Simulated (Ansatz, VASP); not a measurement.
One calculation of AlCo, two programs

File INCAR:

```
SYSTEM = AlCo
  PREC = Accurate
  ENCUT = 520
  EDIFF = 1E-7
  ISMEAR = 0
  SIGMA = 0.15
  LREAL = .False.
  LASPH = .True.
  NELM = 80
  ALGO = Fast
  ISIF = 2
  LWAVE = .False.
  LCHARG = .True.
  GGA = PE
  LELF = .True.
  LVHAR = .True.
  NBANDS = 13
```

Contents of KPOINTS:

```
regular mesh
0
Gamma
  22 22 22
  0 0 0
```

File POSCAR:

```
AlCo
1.0
    2.8946809455      0.0000000000      0.0000000000
    0.0000000000      2.8946809455      0.0000000000
    0.0000000000      0.0000000000      2.8519024094
Al Co
1 1
Direct
    0.0000000000      0.0000000000      0.0000000000
    0.5000000000      0.5000000000      0.5000000000
```

Input for Ansatz:

```yaml
crystal:
  lattice:
    - [2.8946809455, 0.0, 0.0]
    - [0.0, 2.8946809455, 0.0]
    - [0.0, 0.0, 2.8519024094]
  atoms:
    - { symbol: Al, position: [0.0, 0.0, 0.0] }
    - { symbol: Co, position: [0.5, 0.5, 0.5] }
basis:
  ecutwfc: 420
kpoints:
  mp_grid: { grid: [22, 22, 22] }
hamiltonian:
  xc: pbe
scf:
  occupations: { method: gaussian, width: 0.15 }
output:
  forces: true
  stress: true
  eigenvalues: true
```

Change from the starting cell: strain +0.0150 x Voigt [1, 1, 0, 0, 0, 0], atoms carried along.

Alike in both runs: task single point; functional PBE; k mesh 22 × 22 × 22; occupations gaussian, width 0.15 eV; no spin polarisation.

|  | VASP | Ansatz |
| --- | --- | --- |
| version | VASP 6.6.1 | Ansatz 0.2.0 |
| potentials or method | VASP PAW PBE potentials, release 64 (Al, Co), cutoff 520 eV | scalar-relativistic, plane waves, PAW |
| valence electrons in the cell | 12 | 20 |

```csv
,VASP,Ansatz,Ansatz less VASP
gap on the k mesh at the Fermi level (eV),none,none,-
pressure (GPa),-5.0,-4.9,+0.07
"traceless stress, the component that is largest in VASP (GPa)",1.54,1.55,+0.007
```

A gap of «none» marks a metal or a gap that the smearing closes. VASP's potentials hold 12 valence electrons a cell and Ansatz's 20, so a difference there can come from the potentials and not from the codes.
